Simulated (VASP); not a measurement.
# Al: single point with r2SCAN

The system is Al.

```
CELL_PARAMETERS angstrom
0.00000 2.10494 2.18590
2.10494 0.00000 2.18590
2.10494 2.10494 0.00000
ATOMIC_POSITIONS crystal
Al 0.00000 0.00000 0.00000
```

This cell differs from its parent crystal: strain +0.040 along x and y, +0.080 along z.

```yaml
Program: VASP 6.6.1
Task: single point
Functional: r2SCAN
Potentials_or_basis: VASP PAW PBE potentials, release 64 (Al)
Cutoff: 520 eV
k_mesh: 20 × 20 × 20
Occupations: gaussian, width 0.15 eV
Spin: no spin polarisation
Dipole_correction: no
Further_INCAR_settings: ALGO = Normal; EDIFF = 1e-06; NBANDS = 8
```

* Pressure: -11.5 GPa

Stress tensor (GPa, compression positive):
```
-11.15   0.00   0.00
  0.00 -11.15   0.00
  0.00   0.00 -12.25
```

Levels at points of the mesh, in eV from the Fermi level:
```tsv
k point	band 1	band 2	band 3	band 4
(0.00, 0.00, 0.00)	-10.77	12.18	12.59	12.59
(0.50, 0.00, 0.00)	-4.37	-4.36	10.11	10.87
(0.50, 0.50, 0.00)	-3.13	-2.15	5.68	5.68
(0.50, 0.00, 0.50)	-2.63	-1.39	4.89	5.17
```

It took 110 s on 1 thread of Intel(R) Xeon(R) Platinum 8488C (Sapphire Rapids) (shared host), peak memory 0.2 GiB.

Caveat: the cell differs from its parent crystal (strain +0.040 along x and y, +0.080 along z); the PAW data sets were made with another functional, which shifts forces and pressure a little.
